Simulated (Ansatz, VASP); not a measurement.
## One calculation of CdSe, two programs

```xyz
6
Lattice="4.0787 0.0000 0.0000 0.0000 4.3581 0.0000 0.0000 0.0000 10.3386" Properties=species:S:1:pos:R:3 pbc="T T T"
Cd    2.0394    2.1790    1.7646
Cd    2.0394    2.1790    8.5740
Cd    0.0000    0.0000    5.1693
Se    2.0394    0.0000    3.3313
Se    0.0000    2.1790    0.0000
Se    2.0394    0.0000    7.0073
```

Alike in both runs: functional PBE; k mesh 10 × 10 × 4; occupations gaussian, width 0.1 eV; no spin polarisation.

Ansatz relaxed the structure, and its values are those at the end. VASP's run is a single point on that final structure, the one shown.

|  | VASP | Ansatz |
| --- | --- | --- |
| version | VASP 6.6.1 | Ansatz 0.2.0 |
| potentials or method | VASP PAW PBE potentials, release 64 (Cd, Se), cutoff 520 eV | scalar-relativistic, plane waves, PAW |
| valence electrons in the cell | 54 | 108 |

```csv
,VASP,Ansatz,Ansatz less VASP
gap on the k mesh at the Fermi level (eV),none,none,-
pressure (GPa),0.3,0.0,-0.25
```

A gap of «none» marks a metal or a gap that the smearing closes. VASP's potentials hold 54 valence electrons a cell and Ansatz's 108, so a difference there can come from the potentials and not from the codes.
